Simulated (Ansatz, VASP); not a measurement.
**SiO2: VASP beside Ansatz**

INCAR

```
  PREC = Accurate
  ENCUT = 520
  EDIFF = 1E-7
  ISMEAR = 0
  SIGMA = 0.1
  LREAL = False
  LASPH = True
  NELM = 150
  ALGO = Normal
  ISIF = 2
  LWAVE = False
  LCHARG = False
  ISPIN = 2
  MAGMOM = 0 0 1 1 1 1
  LORBIT = 11
  GGA = PE
  NBANDS = 29
```

File KPOINTS:

```
regular mesh
0
Gamma
  6 6 6
```

The input POSCAR:

```
SiO2
1.0
    1.6897459700      0.9755752900      5.5186872200
   -1.6897459700      0.9755752900      5.5186872200
    0.0000000000     -1.9511505800      5.5186872200
Si O
2 4
Direct
    0.1250000000      0.1250000000      0.1250000000
    0.8750000000      0.8750000000      0.8750000000
    0.7500000000      0.7500000000      0.7500000000
    0.5000000000      0.5000000000      0.5000000000
    0.2500000000      0.2500000000      0.2500000000
    0.0000000000      0.0000000000      0.0000000000
```

Input for Ansatz:

```yaml
crystal:
  lattice:
    - [1.68974597, 0.97557529, 5.51868722]
    - [-1.68974597, 0.97557529, 5.51868722]
    - [0.0, -1.95115058, 5.51868722]
  atoms:
    - { symbol: Si, position: [0.125, 0.125, 0.125] }
    - { symbol: Si, position: [0.875, 0.875, 0.875] }
    - { symbol: O, position: [0.75, 0.75, 0.75], spin: 1.0 }
    - { symbol: O, position: [0.5, 0.5, 0.5], spin: 1.0 }
    - { symbol: O, position: [0.25, 0.25, 0.25], spin: 1.0 }
    - { symbol: O, position: [0.0, 0.0, 0.0], spin: 1.0 }
basis:
  ecutwfc: 420
kpoints:
  mp_grid: { grid: [6, 6, 6] }
hamiltonian:
  xc: pbe
scf:
  occupations: { method: gaussian, width: 0.1 }
  lower_state_search: "off"
output:
  forces: true
  stress: true
  eigenvalues: true
  populations: true
magnetization:
  spin_polarized: true
```

Change from the starting cell: ordered vacancies on the cation sites of caesium chloride (R-3m, No. 166).

Alike in both runs: task single point; functional PBE; k mesh 6 × 6 × 6; occupations gaussian, width 0.1 eV; collinear spin.

|  | VASP | Ansatz |
| --- | --- | --- |
| version | VASP 6.6.1 | Ansatz 0.2.0 |
| potentials or method | VASP PAW PBE potentials, release 64 (Si, O), cutoff 520 eV | scalar-relativistic, plane waves, PAW |
| valence electrons in the cell | 32 | 32 |

|  | VASP | Ansatz | Ansatz less VASP |
| --- | --- | --- | --- |
| gap on the k mesh at the Fermi level (eV) | none | none | - |
| pressure (GPa) | 4.5 | 4.9 | +0.38 |
| traceless stress, the component that is largest in VASP (GPa) | -38.26 | -35.52 | +2.738 |
| rms of the force components (eV/Å) | 3.219 | 3.155 | -0.0634 |
| net moment per atom (μB) | 0.00 | 0.05 | +0.053 |
| size of the moment on the site where the two differ most (μB) | 0.00 | 0.38 | +0.377 |

Site moments also hang on the region over which each program counts them. Atom by atom the forces differ by 0.066 eV/Å (rms over components). A gap of «none» marks a metal or a gap that the smearing closes. The functional is the same, so the differences come from potentials, cutoffs and numerics. Ansatz's warnings: seeded moment not kept.

The k mesh is coarse, so the values compare programs but aren't converged.
